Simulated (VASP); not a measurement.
# AlO6 (R-3m) in VASP: notebook, part 2 of 2

VASP 6.6.1. The steps go on from the part before.

**4. Single point, PBE**

This run uses another cell than the first one, of 12.10 Å³/atom, 1.004 times its volume.

INCAR reads:

```
PREC     = Accurate       # precision mode
ENCUT    = 520            # plane-wave cutoff, eV
EDIFF    = 1E-7           # SCF threshold, eV
ISMEAR   = 0              # smearing method
SIGMA    = 0.1            # smearing width, eV
LREAL    = F              # projectors in reciprocal space
LASPH    = T              # aspherical terms in the spheres
NELM     = 100            # most SCF steps
ALGO     = Normal         # electronic algorithm
ISIF     = 2              # what is computed and relaxed
LWAVE    = F              # write WAVECAR
LCHARG   = T              # write CHGCAR
GGA      = PE             # functional
LELF     = T              # ELF
LVHAR    = T            
NBANDS   = 28             # bands
```

KPOINTS reads:

```
regular mesh
0
Gamma
  6 6 6
```

POSCAR reads:

```
AlO6
1.0
    2.6622158046      1.5370310114      3.4495896523
   -2.6622158046      1.5370310114      3.4495896523
    0.0000000000     -3.0740620228      3.4495896523
Al O
1 6
Direct
    0.0000000000      0.0000000000      0.0000000000
    0.0690509792      0.5532529879      0.0690509792
    0.9309490208      0.4467470121      0.9309490208
    0.5532529879      0.0690509792      0.0690509792
    0.4467470121      0.9309490208      0.9309490208
    0.0690509792      0.0690509792      0.5532529879
    0.9309490208      0.9309490208      0.4467470121
```

Potentials or basis: VASP PAW PBE potentials, release 64 (Al, O).

On the command line:

```sh
> cat potpaw_PBE.64/Al/POTCAR potpaw_PBE.64/O/POTCAR > POTCAR
> mpirun -np 1 vasp_std > vasp.out
```

OUTCAR:

```text
PREC = Accurate
   ENCUT = 520
   EDIFF = 1E-7
   ISMEAR = 0
   LREAL = F
   LASPH = T
   NELM = 100
   ISIF = 2
   GGA = PE

 ion  position               nearest neighbor table
   1  0.000  0.000  0.000-   6 1.91   7 1.91   4 1.91   5 1.91   2 1.91   3 1.91
   2  0.069  0.553  0.069-   3 1.32   1 1.91
   3  0.931  0.447  0.931-   2 1.32   1 1.91
   4  0.553  0.069  0.069-   5 1.32   1 1.91
   5  0.447  0.931  0.931-   4 1.32   1 1.91
   6  0.069  0.069  0.553-   7 1.32   1 1.91
   7  0.931  0.931  0.447-   6 1.32   1 1.91

[... 953 lines left out ...]
  -------------------------------------------------------------------------------------
  Total       -0.1863349     -0.1863349      1.5962464      0.0000000      0.0000000      0.0000000
  in kB       -3.5250085     -3.5250085     30.1971494      0.0000000      0.0000000      0.0000000
  external PRESSURE =       7.7157108 kB  Pullay stress =       0.0000000 kB

 VOLUME and BASIS-vectors are now :
 -----------------------------------------------------------------------------
  energy-cutoff  :      520.00
  volume of cell :       84.69
      direct lattice vectors                 reciprocal lattice vectors
     2.662215805  1.537031011  3.449589652     0.187813474  0.108434160  0.096629851
    -2.662215805  1.537031011  3.449589652    -0.187813474  0.108434160  0.096629851
     0.000000000 -3.074062023  3.449589652     0.000000000 -0.216868320  0.096629851

 POSITION                                       TOTAL-FORCE (eV/Angst)
 -----------------------------------------------------------------------------------
      0.00000      0.00000      0.00000         0.000000      0.000000      0.000000
     -1.28905      0.74423      2.38489        -0.000963      0.000556      0.430278
      1.28905     -0.74423      7.96388         0.000963     -0.000556     -0.430278
      1.28905      0.74423      2.38489         0.000963      0.000556      0.430278
     -1.28905     -0.74423      7.96388        -0.000963     -0.000556     -0.430278
      0.00000     -1.48847      2.38489         0.000000     -0.001112      0.430278
      0.00000      1.48847      7.96388         0.000000      0.001112     -0.430278
 -----------------------------------------------------------------------------------
    total drift:                               -0.000000     -0.000000      0.000000

  FREE ENERGIE OF THE ION-ELECTRON SYSTEM (eV)
  ---------------------------------------------------
  free  energy   TOTEN  =       -37.8043529045 eV

  energy  without entropy=      -37.7831970787  energy(sigma->0) =      -37.79377499
```

OSZICAR:

```text
N       E                     dE             d eps       ncg     rms          rms(c)
DAV:   1     0.230156449440E+03    0.23016E+03   -0.20846E+04  1824   0.126E+03
DAV:   2    -0.253068029951E+02   -0.25546E+03   -0.24999E+03  2256   0.302E+02
DAV:   3    -0.394072420870E+02   -0.14100E+02   -0.13906E+02  2304   0.737E+01
DAV:   4    -0.395445205674E+02   -0.13728E+00   -0.13712E+00  2296   0.792E+00
DAV:   5    -0.395461472991E+02   -0.16267E-02   -0.16267E-02  2264   0.828E-01    0.107E+01
DAV:   6    -0.380221265501E+02    0.15240E+01   -0.23075E+00  2176   0.977E+00    0.533E+00
DAV:   7    -0.377938427982E+02    0.22828E+00   -0.82849E-01  2060   0.616E+00    0.167E+00
DAV:   8    -0.378030829372E+02   -0.92401E-02   -0.80173E-02  2268   0.200E+00    0.394E-01
DAV:   9    -0.378045202472E+02   -0.14373E-02   -0.77531E-03  2028   0.515E-01    0.156E-01
DAV:  10    -0.378043839920E+02    0.13626E-03   -0.12584E-03  2092   0.236E-01    0.358E-02
DAV:  11    -0.378043583431E+02    0.25649E-04   -0.11675E-04  2036   0.737E-02    0.865E-03
DAV:  12    -0.378043542006E+02    0.41425E-05   -0.39470E-06  2168   0.144E-02    0.545E-03
DAV:  13    -0.378043529218E+02    0.12788E-05   -0.82147E-07  2036   0.596E-03    0.234E-03
DAV:  14    -0.378043529045E+02    0.17302E-07   -0.25387E-07  1976   0.325E-03
   1 F= -.37804353E+02 E0= -.37793775E+02  d E =-.211558E-01
```

stdout:

```text
POSCAR found type information on POSCAR AlO
 POSCAR found :  2 types and       7 ions
 scaLAPACK will be used
 LDA part: xc-table for (Slater+PW92), standard interpolation
 POSCAR, INCAR and KPOINTS ok, starting setup
 FFT: planning ... GRIDC
 FFT: planning ... GRID_SOFT
 FFT: planning ... GRID
 WAVECAR not read
 entering main loop
```

Wall time 84 s (1 thread of Intel Xeon Platinum 8488C (Sapphire Rapids), shared host); peak memory 0.22 GiB.

What came out:

```
Free energy   : -37.8044 eV
Pressure      : 0.8 GPa
Largest force : 0.430 eV/Å
```

Forces on the atoms (eV/Å):
```
Al   0.000  0.000  0.000
O   -0.001  0.001  0.430
O    0.001 -0.001 -0.430
O    0.001  0.001  0.430
O   -0.001 -0.001 -0.430
O    0.000 -0.001  0.430
O    0.000  0.001 -0.430
```

Levels at points of the mesh, in eV from the Fermi level:
```
           k point  band 16  band 17  band 18  band 19  band 20  band 21  band 22  band 23  band 24  band 25
(0.00, 0.00, 0.00)    -3.42    -1.43    -1.43     0.23     0.23     0.79     5.91     5.91     6.67     7.14
(0.50, 0.00, 0.00)    -2.57    -1.22    -0.98    -0.57    -0.35     0.46     6.00     6.26     6.42     8.92
(0.50, 0.50, 0.00)    -1.97    -1.32    -0.81    -0.54    -0.45     0.24     5.22     6.28     7.21     8.88
(0.50, 0.50, 0.50)    -2.48    -1.11    -1.11     0.07     0.38     0.38     4.21     6.99     6.99     7.09
```

Caveat: an odd number of electrons without spin polarisation forces a metal; a magnetic or distorted state may lie lower.

**5. Relaxation of cell and atoms, PBE**

INCAR reads:

```
ALGO = Normal
EDIFF = 1E-7
EDIFFG = -0.01
ENCUT = 600
GGA = PE
IBRION = 2
ISIF = 3
ISMEAR = 0
LASPH = True
LCHARG = False
LREAL = False
LWAVE = False
NELM = 60
NSW = 100
PREC = Accurate
SIGMA = 0.1
```

KPOINTS reads:

```
k-points
0
Gamma
  6 6 6
```

POSCAR reads:

```
AlO6
1.0
    2.6584877359      1.5348786100      3.4457012415
   -2.6584877359      1.5348786100      3.4457012415
    0.0000000000     -3.0697572200      3.4457012415
Al O
1 6
Direct
    0.0000000000      0.0000000000      0.0000000000
    0.0690917676      0.5534814540      0.0690917676
    0.9309082324      0.4465185460      0.9309082324
    0.5534814540      0.0690917676      0.0690917676
    0.4465185460      0.9309082324      0.9309082324
    0.0690917676      0.0690917676      0.5534814540
    0.9309082324      0.9309082324      0.4465185460
```

On the command line:

```sh
> cat potpaw_PBE.64/Al/POTCAR potpaw_PBE.64/O/POTCAR > POTCAR
> mpirun -np 1 vasp_std > vasp.out
```

It took 6 min on 1 thread of Intel Xeon Platinum 8488C (Sapphire Rapids), shared host; peak memory 0.26 GiB.

Results (log left out):

```
Free energy                            : -37.8261 eV
Relaxed volume                         : 12.06 Å³/atom
Relaxed cell                           : a = 4.618 Å, b = 4.618 Å, c = 4.618 Å, α = 70.29°, β = 70.29°, γ = 70.29°
Space group after relaxing (to 0.05 Å) : R-3m (No. 166)
Energy gained by relaxing              : 0.7 meV/atom
Ionic steps                            : 7
Pressure after relaxing                : -0.1 GPa
Largest force after relaxing           : 0.009 eV/Å
```

Forces in eV/Å, atoms in the order of the input:
```
Al   0.000  0.000  0.000
O   -0.001  0.001  0.009
O    0.001 -0.001 -0.009
O    0.001  0.001  0.009
O   -0.001 -0.001 -0.009
O    0.000 -0.001  0.009
O    0.000  0.001 -0.009
```

Stress tensor (GPa, compression positive):
```
-0.09  0.00  0.00
 0.00 -0.09  0.00
 0.00  0.00 -0.01
```

Step by step:
```csv
step,energy change (eV),largest force (eV/Å),pressure (GPa),volume (Å³)
1,0.0000,0.3689,0.84,84.36
2,0.0958,1.5329,-3.83,85.13
3,-0.0045,0.0320,-0.07,84.49
4,-0.0045,0.0305,-0.04,84.49
5,-0.0045,0.0318,-0.02,84.48
6,-0.0047,0.0140,-0.05,84.46
7,-0.0047,0.0086,-0.06,84.44
```

Final structure:
```cif
data_structure
_symmetry_space_group_name_H-M 'P 1'
_symmetry_Int_Tables_number 1
_cell_length_a 4.6176
_cell_length_b 4.6176
_cell_length_c 4.6176
_cell_angle_alpha 70.294
_cell_angle_beta 70.294
_cell_angle_gamma 70.294
_cell_volume 84.44
loop_
_atom_site_label
_atom_site_type_symbol
_atom_site_fract_x
_atom_site_fract_y
_atom_site_fract_z
_atom_site_occupancy
Al1 Al 0.00000 0.00000 0.00000 1
O1 O 0.06965 0.55333 0.06965 1
O2 O 0.93035 0.44667 0.93035 1
O3 O 0.55333 0.06965 0.06965 1
O4 O 0.44667 0.93035 0.93035 1
O5 O 0.06965 0.06965 0.55333 1
O6 O 0.93035 0.93035 0.44667 1
```

Levels at points of the mesh, in eV from the Fermi level:
| k point | band 18 | band 19 | band 20 | band 21 | band 22 | band 23 |
| --- | --- | --- | --- | --- | --- | --- |
| (0.00, 0.00, 0.00) | -1.44 | 0.24 | 0.24 | 0.80 | 5.78 | 5.78 |
| (0.50, 0.00, 0.00) | -0.99 | -0.57 | -0.35 | 0.46 | 5.87 | 6.14 |
| (0.50, 0.50, 0.00) | -0.81 | -0.54 | -0.46 | 0.24 | 5.13 | 6.15 |
| (0.50, 0.50, 0.50) | -1.11 | 0.06 | 0.38 | 0.38 | 4.13 | 6.83 |

Caveat: an odd number of electrons without spin polarisation forces a metal; a magnetic or distorted state may lie lower.

**6. Summary**

| task | cell | k mesh | cutoff (eV) | smearing | gap on the mesh (eV) | pressure (GPa) | relaxed volume (Å³/atom) | largest force (eV/Å) |
| --- | --- | --- | --- | --- | --- | --- | --- | --- |
| single point | a = 4.615 Å, angles 70.4°, 7 atoms | 4 × 4 × 4 | 520 | gaussian 0.2 eV | none | 1.3 | - | 0.39 |
| relaxation of cell and atoms | relaxed from a = 4.404 Å, angles 66.0°, 7 atoms | 4 × 4 × 4 | 600 | gaussian 0.2 eV | none | -0.3 | 12.19 | 0.07 |
| single point | a = 4.621 Å, angles 70.4°, 7 atoms | 6 × 6 × 6 | 520 | gaussian 0.1 eV | none | 0.8 | - | 0.43 |
| relaxation of cell and atoms | relaxed from a = 4.615 Å, angles 70.4°, 7 atoms | 6 × 6 × 6 | 600 | gaussian 0.1 eV | none | -0.1 | 12.06 | 0.01 |

Alike in all rows: level PBE; potentials or basis VASP PAW PBE potentials, release 64 (Al, O); no spin polarisation.

Caveats: some runs use coarse meshes; an odd number of electrons without spin polarisation forces a metal; a magnetic or distorted state may lie lower; the volume moved by over 15 % at a fixed basis, so the end points are rough (some runs); the relaxation stopped at a loose force limit of 0.08 eV/Å, so its end isn't a converged minimum (some runs).

Total energies depend on the potentials used, so only differences within one code and one set of settings carry meaning.
